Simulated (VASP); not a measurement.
# W (Fm-3m) in VASP: further runs

Runs on W. Level: r2SCAN. Tasks: single point.

Everything below comes from runs of VASP 6.6.1. Logs are shortened: lines on timing, memory, paths and dates and some standing lists are left out, and cuts for length are marked.

## (1) The cell of the first run

It takes space group Fm-3m (No. 225, cubic). Conventional cell: a = 4.060 Å, b = 4.060 Å, c = 4.060 Å, α = 90.00°, β = 90.00°, γ = 90.00°. Within 3.8 Å of W (site symmetry m-3m) lie 12 W at 2.87 Å.

## (2) Single point, r2SCAN

POSCAR reads:

```
W
1.0
    0.0000000000      2.0300000000      2.0300000000
    2.0300000000      0.0000000000      2.0300000000
    2.0300000000      2.0300000000      0.0000000000
W
1
Direct
    0.0000000000      0.0000000000      0.0000000000
```

INCAR.step1 reads:

```
PREC     = Accurate       # precision mode
ENCUT    = 520            # plane-wave cutoff, eV
ISMEAR   = 0              # smearing method
SIGMA    = 0.1            # smearing width, eV
LREAL    = False          # projectors in reciprocal space
LASPH    = True           # aspherical terms in the spheres
NELM     = 100            # most SCF steps
NBANDS   = 13             # bands
GGA      = PE             # functional
ALGO     = Normal         # electronic algorithm
EDIFF    = 1E-4           # SCF threshold, eV
LWAVE    = True           # write WAVECAR
LCHARG   = False          # write CHGCAR
```

INCAR.step2 reads:

```
PREC     = Accurate       # precision mode
ENCUT    = 520            # plane-wave cutoff, eV
EDIFF    = 1E-6           # SCF threshold, eV
ISMEAR   = 0              # smearing method
SIGMA    = 0.1            # smearing width, eV
LREAL    = False          # projectors in reciprocal space
LASPH    = True           # aspherical terms in the spheres
NELM     = 100            # most SCF steps
ALGO     = Normal         # electronic algorithm
ISIF     = 2              # what is computed and relaxed
LWAVE    = False          # write WAVECAR
LCHARG   = False          # write CHGCAR
METAGGA  = R2SCAN         # meta-GGA
LMIXTAU  = True         
NBANDS   = 13             # bands
ISTART   = 1
```

KPOINTS reads:

```
Automatic mesh
0
Gamma
  12 12 12
```

Potentials or basis: VASP PAW PBE potentials, release 64 (W_sv).

Run with:

```console
> cat potpaw_PBE.64/W_sv/POTCAR > POTCAR
> cp INCAR.step1 INCAR
> mpirun -np 1 vasp_std > vasp.out
> cp INCAR.step2 INCAR
> mpirun -np 1 vasp_std > vasp.out
```

OUTCAR:

```text
PREC = Accurate
   ENCUT = 520
   EDIFF = 1E-6
   ISMEAR = 0
   LREAL = False
   LASPH = True
   NELM = 100
   ISIF = 2
   METAGGA = R2SCAN
   ISTART = 1

 ion  position               nearest neighbor table
   1  0.000  0.000  0.000-

  LATTYP: Found a face centered cubic cell.
 ALAT       =     4.0600000000

  Lattice vectors:

 A1 = (   0.0000000000,   2.0300000000,   2.0300000000)
 A2 = (   2.0300000000,   0.0000000000,   2.0300000000)
 A3 = (   2.0300000000,   2.0300000000,   0.0000000000)

Analysis of symmetry for initial positions (statically):
=====================================================================
 Subroutine PRICEL returns:
 Original cell was already a primitive cell.

 Routine SETGRP: Setting up the symmetry group for a
 face centered cubic supercell.

 Subroutine GETGRP returns: Found 48 space group operations
[... 9 lines left out ...]

 Routine SETGRP: Setting up the symmetry group for a
 face centered cubic supercell.

 Subroutine GETGRP returns: Found 48 space group operations
[... 11 lines left out ...]
                                     Primitive cell

  volume of cell :      16.7309

  direct lattice vectors                    reciprocal lattice vectors
     0.000000000  2.030000000  2.030000000    -0.246305419  0.246305419  0.246305419
     2.030000000  0.000000000  2.030000000     0.246305419 -0.246305419  0.246305419
     2.030000000  2.030000000  0.000000000     0.246305419  0.246305419 -0.246305419

  length of vectors
     2.870853532  2.870853532  2.870853532     0.426613499  0.426613499  0.426613499

  position of ions in fractional coordinates (direct lattice)
     0.000000000  0.000000000  0.000000000

  ion indices of the primitive-cell ions
   primitive index   ion index
                 1           1

----------------------------------------------------------------------------------------

 KPOINTS: Automatic mesh

Automatic generation of k-mesh.
 Grid dimensions read from file:
 generate k-points for:   12   12   12

 Generating k-lattice:

  Cartesian coordinates                     Fractional coordinates (reciprocal lattice)
    -0.020525452  0.020525452  0.020525452     0.083333333  0.000000000  0.000000000
     0.020525452 -0.020525452  0.020525452     0.000000000  0.083333333  0.000000000
     0.020525452  0.020525452 -0.020525452     0.000000000  0.000000000  0.083333333

  Length of vectors
     0.035551125  0.035551125  0.035551125

  Shift w.r.t. Gamma in fractional coordinates (k-lattice)
     0.000000000  0.000000000  0.000000000

 Subroutine IBZKPT returns following result:
 ===========================================

 Found     72 irreducible k-points:

 Following reciprocal coordinates:
            Coordinates               Weight
  0.000000  0.000000  0.000000      1.000000
  0.083333  0.000000  0.000000      8.000000
  0.166667  0.000000  0.000000      8.000000
  0.250000  0.000000  0.000000      8.000000
  0.333333  0.000000  0.000000      8.000000
  0.416667  0.000000  0.000000      8.000000
[... 16 lines left out ...]
  0.500000  0.166667  0.000000     24.000000
 -0.416667  0.166667  0.000000     24.000000
 [... further k-points ...]
   k-points           NKPTS =     72   k-points in BZ     NKDIM =     72   number of bands    NBANDS=     13
   number of dos      NEDOS =    301   number of ions     NIONS =      1
   total plane-waves  NPLWV =  13824
   dimension x,y,z NGX =    24 NGY =   24 NGZ =   24
   dimension x,y,z NGXF=    48 NGYF=   48 NGZF=   48
   ions per type =               1
   NGX,Y,Z   is equivalent  to a cutoff of  13.90, 13.90, 13.90 a.u.
   NGXF,Y,Z  is equivalent  to a cutoff of  27.80, 27.80, 27.80 a.u.
 SYSTEM =  unknown system
   PREC   = accura    normal or accurate (medium, high low for compatibility)
   ISTART =      1    job   : 0-new  1-cont  2-samecut
   ICHARG =      0    charge: 1-file 2-atom 10-const
   ISPIN  =      1    spin polarized calculation?
   LNONCOLLINEAR =      F non collinear calculations
   LSORBIT =      F    spin-orbit coupling
   LASPH  =      T    aspherical Exc in radial PAW
   ENCUT  =  520.0 eV  38.22 Ry    6.18 a.u.   5.34  5.34  5.34*2*pi/ulx,y,z
   NELM   =    100;   NELMIN=  2; NELMDL=  0     # of ELM steps
   EDIFF  = 0.1E-05   stopping-criterion for ELM
   LREAL  =      F    real-space projection
   EDIFFG = 0.1E-04   stopping-criterion for IOM
   NSW    =      0    number of steps for IOM
   IBRION =     -1    ionic relax: 0-MD 1-quasi-New 2-CG
   NFREE  =      0    steps in history (QN), initial steepest desc. (CG)
   ISIF   =      2    stress and relaxation
   ISYM   =      2    0-nonsym 1-usesym 2-fastsym
   POTIM  = 0.5000    time-step for ionic-motion
   TEBEG  =    0.0;   TEEND  =   0.0 temperature during run
   PSTRESS=    0.0 pullay stress
   NELECT =      14.0000    total number of electrons
   NUPDOWN=      -1.0000    fix difference up-down
   EMIN   =  10.00;   EMAX   =-10.00  energy-range for DOS
   EFERMI =   0.00;   METHOD = LEGACY
   ISMEAR =     0;   SIGMA  =   0.10  broadening in eV -4-tet -1-fermi 0-gaus
   EFERMI_NEDOS =   21; number of points for ismear=-14 and -15
   IALGO  =     38    algorithm
   IMIX   =      4    mixing-type and parameters
     AMIX     =   0.40;   BMIX     =  1.00
     AMIX_MAG =   1.60;   BMIX_MAG =  1.00
  volume/ion in A,a.u.               =      16.73       112.91
  Fermi-wavevector in a.u.,A,eV,Ry     =   1.542688  2.915258 32.380324  2.379887
  Thomas-Fermi vector in A             =   2.648457
   LORBIT       =      0    0 simple, 1 ext, 2 COOP (PROOUT), +10 PAW based schemes
   METAGGA = R2SCAN    functional components
   LHFCALC =     F    Hartree Fock is set to
   AEXX    =    0.0000 exact exchange contribution
   IVDW    =     0    specifies the selected vdW correction
   LEPSILON=     F    determine dielectric tensor
   LRPA    =     F    only Hartree local field effects (RPA)
 non-spin polarized calculation
 Gauss-broadening in eV      SIGMA  =   0.10
  energy-cutoff  :      520.00
  volume of cell :       16.73
 maximum number of plane-waves:       464
 NGX is ok and might be reduce to    24
   NGX = 11   NGY = 11   NGZ = 11

 number of electron      14.0000002 magnetization

 Free energy of the ion-electron system (eV)
  ---------------------------------------------------
  ext. energy  EPLUGINS =         0.00000000
  ---------------------------------------------------
  free energy    TOTEN  =       -50.78505862 eV

  energy without entropy =      -50.77724067  energy(sigma->0) =      -50.78114965

 E-fermi :  10.1268     XC(G=0): -14.6060

 val. band max:       10.1140431792   @ k =   0.3333   0.0833   0.0000
 cond. band min:      10.1314902092   @ k =   0.2500   0.1667   0.0000
 fundamental gap:      0.0174470300
 Fermi energy:        10.1268035361

 k-point     1 :       0.0000    0.0000    0.0000
  band No.  band energies     occupation
      1     -65.5654      2.00000
      2     -28.5281      2.00000
      3     -28.5281      2.00000
      4     -28.5281      2.00000
      5       0.6976      2.00000
      6       9.5158      2.00000
      7       9.5158      2.00000
      8       9.5158      2.00000
      9      12.8212      0.00000
     10      12.8212      0.00000
     11      23.4177      0.00000
     12      28.9943      0.00000
     13      28.9943      0.00000

 k-point     2 :       0.0833    0.0000    0.0000
  band No.  band energies     occupation
      1     -65.5581      2.00000
      2     -28.6100      2.00000
      3     -28.5385      2.00000
      4     -28.5385      2.00000
      5       1.0069      2.00000
      6       9.2760      2.00000
      7       9.6570      2.00000
      8       9.6570      2.00000
      9      12.6972      0.00000
     10      12.6972      0.00000
     11      24.0318      0.00000
     12      27.7030      0.00000
     13      29.5671      0.00000

 k-point     3 :       0.1667    0.0000    0.0000
  band No.  band energies     occupation
      1     -65.5380      2.00000
      2     -28.8295      2.00000
      3     -28.5669      2.00000
      4     -28.5669      2.00000
      5       1.8590      2.00000
      6       8.7602      2.00000
      7       9.9466      1.98919
      8       9.9466      1.98919
      9      12.5398      0.00000
     10      12.5398      0.00000
     11      25.0645      0.00000
     12      26.2810      0.00000
     13      31.1650      0.00000

 k-point     4 :       0.2500    0.0000    0.0000
  band No.  band energies     occupation
      1     -65.5105      2.00000
      2     -29.1204      2.00000
      3     -28.6053      2.00000
      4     -28.6053      2.00000
      5       2.9883      2.00000
      6       8.4224      2.00000
      7      10.0015      1.92357
      8      10.0015      1.92356
      9      12.8686      0.00000
     10      12.8686      0.00000
     11      23.6980      0.00000
     12      27.3404      0.00000
     13      33.4977      0.00000

 k-point     5 :       0.3333    0.0000    0.0000
  band No.  band energies     occupation
      1     -65.4829      2.00000
      2     -29.4017      2.00000
      3     -28.6434      2.00000
      4     -28.6434      2.00000
      5       3.8853      2.00000
      6       8.7784      2.00000
      7       9.7434      2.00000
      8       9.7434      2.00000
      9      13.7828      0.00000
     10      13.7828      0.00000
     11      22.3319      0.00000
     12      26.0399      0.00000
     13      32.7370      0.00000
[... 257 lines left out ...]
 k-point    22 :       0.4167    0.1667    0.0000
  band No.  band energies     occupation
      1     -65.4603      2.00000
      2     -29.4409      2.00000
      3     -28.7943      2.00000
      4     -28.7471      2.00000
      5       4.9475      2.00000
      6       7.7765      2.00000
      7       8.9146      2.00000
      8      10.6698      0.00000
      9      14.5881      0.00000
     10      15.1177      0.00000
     11      22.4375      0.00000
     12      26.1517      0.00000
     13      28.9275      0.00000

 k-point    23 :       0.5000    0.1667    0.0000
  band No.  band energies     occupation
      1     -65.4461      2.00000
      2     -29.5595      2.00000
      3     -28.8555      2.00000
      4     -28.7471      2.00000
      5       5.2129      2.00000
      6       8.0184      2.00000
      7       9.2802      2.00000
      8      10.3985      0.00012
      9      15.3095      0.00000
     10      16.3368      0.00000
     11      20.2671      0.00000
     12      25.3535      0.00000
     13      28.6833      0.00000

 k-point    24 :      -0.4167    0.1667    0.0000
  band No.  band energies     occupation
      1     -65.4443      2.00000
      2     -29.5693      2.00000
      3     -28.8936      2.00000
      4     -28.7235      2.00000
      5       5.3023      2.00000
      6       8.1159      2.00000
      7       9.4659      2.00000
      8      10.2742      0.03713
      9      14.6039      0.00000
     10      16.9964      0.00000
     11      20.1821      0.00000
     12      25.3358      0.00000
     13      28.1887      0.00000

 [... further k-points ...]
[... 5 lines left out ...]
  --------------------------------------------------------------------------------------
  -------------------------------------------------------------------------------------
  Total       -0.8739552     -0.8739552     -0.8739552      0.0000000     -0.0000000      0.0000000
  in kB      -83.6915539    -83.6915539    -83.6915539      0.0000000     -0.0000000      0.0000000
  external PRESSURE =     -83.6915539 kB  Pullay stress =       0.0000000 kB

 VOLUME and BASIS-vectors are now :
 -----------------------------------------------------------------------------
  energy-cutoff  :      520.00
  volume of cell :       16.73
      direct lattice vectors                 reciprocal lattice vectors
     0.000000000  2.030000000  2.030000000    -0.246305419  0.246305419  0.246305419
     2.030000000  0.000000000  2.030000000     0.246305419 -0.246305419  0.246305419
     2.030000000  2.030000000  0.000000000     0.246305419  0.246305419 -0.246305419

 POSITION                                       TOTAL-FORCE (eV/Angst)
 -----------------------------------------------------------------------------------
      0.00000      0.00000      0.00000         0.000000     -0.000000     -0.000000
 -----------------------------------------------------------------------------------
    total drift:                                0.000000      0.000000     -0.000000

  FREE ENERGIE OF THE ION-ELECTRON SYSTEM (eV)
  ---------------------------------------------------
  free  energy   TOTEN  =       -50.7850586168 eV

  energy  without entropy=      -50.7772406750  energy(sigma->0) =      -50.78114965
```

It took 83 s on 1 thread of Intel Xeon 8259CL, shared host; peak memory 0.15 GiB.

What came out:

```
Free energy            : -50.7851 eV
Pressure               : -8.4 GPa
Band gap on the k mesh : zero (band 7 reaches 12.98 eV, above the bottom of band 8 at 9.52 eV)
```

Levels at points of the mesh, in eV from the Fermi level:
| k point | band 4 | band 5 | band 6 | band 7 | band 8 | band 9 | band 10 | band 11 |
| --- | --- | --- | --- | --- | --- | --- | --- | --- |
| (0.00, 0.00, 0.00) | -38.65 | -9.43 | -0.61 | -0.61 | -0.61 | 2.69 | 2.69 | 13.29 |
| (0.50, 0.00, 0.00) | -38.81 | -5.84 | -0.76 | -0.76 | 0.35 | 5.09 | 5.09 | 10.48 |
| (0.50, 0.50, 0.00) | -39.07 | -5.62 | -4.71 | 2.85 | 5.14 | 5.75 | 5.75 | 12.09 |

Caveat: the PAW data sets were made with another functional, which shifts forces and pressure a little; spin-orbit coupling is left out, which moves the levels of the heavy elements.

## (3) Single point, r2SCAN

POSCAR is that of step 2.

INCAR.step1 reads:

```
SYSTEM = W
PREC = Accurate ; ENCUT = 520
ISMEAR = 0 ; SIGMA = 0.1
LREAL = .False. ; LASPH = .True.
NELM = 100 ; NBANDS = 13
GGA = PE ; ALGO = Normal
EDIFF = 1E-4 ; LWAVE = .True.
LCHARG = .False.
```

INCAR.step2 reads:

```
SYSTEM = W
PREC = Accurate ; ENCUT = 520
EDIFF = 1E-6 ; ISMEAR = 0
SIGMA = 0.1 ; LREAL = .False.
LASPH = .True. ; NELM = 100
ALGO = Normal ; ISIF = 2
LWAVE = .False. ; LCHARG = .False.
METAGGA = R2SCAN ; LMIXTAU = .True.
NBANDS = 13 ; ISTART = 1
```

KPOINTS reads:

```
regular mesh
0
Gamma
  12 12 12
  0 0 0
```

Potentials or basis: VASP PAW PBE potentials, release 64 (W_sv).

Run with:

```console
> cat potpaw_PBE.64/W_sv/POTCAR > POTCAR
> cp INCAR.step1 INCAR
> mpirun -np 1 vasp_std > vasp.out
> cp INCAR.step2 INCAR
> mpirun -np 1 vasp_std > vasp.out
```

OUTCAR:

```text
SYSTEM = W
   PREC = Accurate
   ENCUT = 520
   EDIFF = 1E-6
   ISMEAR = 0
   LREAL = .False.
   LASPH = .True.
   NELM = 100
   ISIF = 2
   METAGGA = R2SCAN
   ISTART = 1

 ion  position               nearest neighbor table
   1  0.000  0.000  0.000-

  LATTYP: Found a face centered cubic cell.
 ALAT       =     4.0600000000

  Lattice vectors:

 A1 = (   0.0000000000,   2.0300000000,   2.0300000000)
 A2 = (   2.0300000000,   0.0000000000,   2.0300000000)
 A3 = (   2.0300000000,   2.0300000000,   0.0000000000)

Analysis of symmetry for initial positions (statically):
=====================================================================
 Subroutine PRICEL returns:
 Original cell was already a primitive cell.

 Routine SETGRP: Setting up the symmetry group for a
 face centered cubic supercell.

 Subroutine GETGRP returns: Found 48 space group operations
[... 9 lines left out ...]

 Routine SETGRP: Setting up the symmetry group for a
 face centered cubic supercell.

 Subroutine GETGRP returns: Found 48 space group operations
[... 11 lines left out ...]
                                     Primitive cell

[... 136 lines left out ...]

 E-fermi :  10.1268     XC(G=0): -14.6060

 val. band max:       10.1140431792   @ k =   0.3333   0.0833   0.0000
 cond. band min:      10.1314902092   @ k =   0.2500   0.1667   0.0000
 fundamental gap:      0.0174470300
 Fermi energy:        10.1268035361

 k-point     1 :       0.0000    0.0000    0.0000
  band No.  band energies     occupation
      1     -65.5654      2.00000
      2     -28.5281      2.00000
      3     -28.5281      2.00000
      4     -28.5281      2.00000
      5       0.6976      2.00000
      6       9.5158      2.00000
      7       9.5158      2.00000
      8       9.5158      2.00000
      9      12.8212      0.00000
     10      12.8212      0.00000
     11      23.4177      0.00000
     12      28.9943      0.00000
     13      28.9943      0.00000
[... 354 lines left out ...]
  band No.  band energies     occupation
      1     -65.4443      2.00000
      2     -29.5693      2.00000
      3     -28.8936      2.00000
      4     -28.7235      2.00000
      5       5.3023      2.00000
      6       8.1159      2.00000
      7       9.4659      2.00000
      8      10.2742      0.03713
      9      14.6039      0.00000
     10      16.9964      0.00000
     11      20.1821      0.00000
     12      25.3358      0.00000
     13      28.1887      0.00000

 [... further k-points ...]
[... 5 lines left out ...]
  --------------------------------------------------------------------------------------
  -------------------------------------------------------------------------------------
  Total       -0.8739552     -0.8739552     -0.8739552      0.0000000     -0.0000000      0.0000000
  in kB      -83.6915539    -83.6915539    -83.6915539      0.0000000     -0.0000000      0.0000000
  external PRESSURE =     -83.6915539 kB  Pullay stress =       0.0000000 kB

 VOLUME and BASIS-vectors are now :
 -----------------------------------------------------------------------------
  energy-cutoff  :      520.00
  volume of cell :       16.73
      direct lattice vectors                 reciprocal lattice vectors
     0.000000000  2.030000000  2.030000000    -0.246305419  0.246305419  0.246305419
     2.030000000  0.000000000  2.030000000     0.246305419 -0.246305419  0.246305419
     2.030000000  2.030000000  0.000000000     0.246305419  0.246305419 -0.246305419

 POSITION                                       TOTAL-FORCE (eV/Angst)
 -----------------------------------------------------------------------------------
      0.00000      0.00000      0.00000         0.000000     -0.000000     -0.000000
 -----------------------------------------------------------------------------------
    total drift:                                0.000000      0.000000     -0.000000

  FREE ENERGIE OF THE ION-ELECTRON SYSTEM (eV)
  ---------------------------------------------------
  free  energy   TOTEN  =       -50.7850586168 eV

  energy  without entropy=      -50.7772406750  energy(sigma->0) =      -50.78114965
```

It took 82 s on 1 thread of Intel Xeon 8259CL, shared host; peak memory 0.15 GiB.

What came out:

```
Free energy            : -50.7851 eV
Pressure               : -8.4 GPa
Band gap on the k mesh : zero (band 7 reaches 12.98 eV, above the bottom of band 8 at 9.52 eV)
```

Caveat: the PAW data sets were made with another functional, which shifts forces and pressure a little; spin-orbit coupling is left out, which moves the levels of the heavy elements.
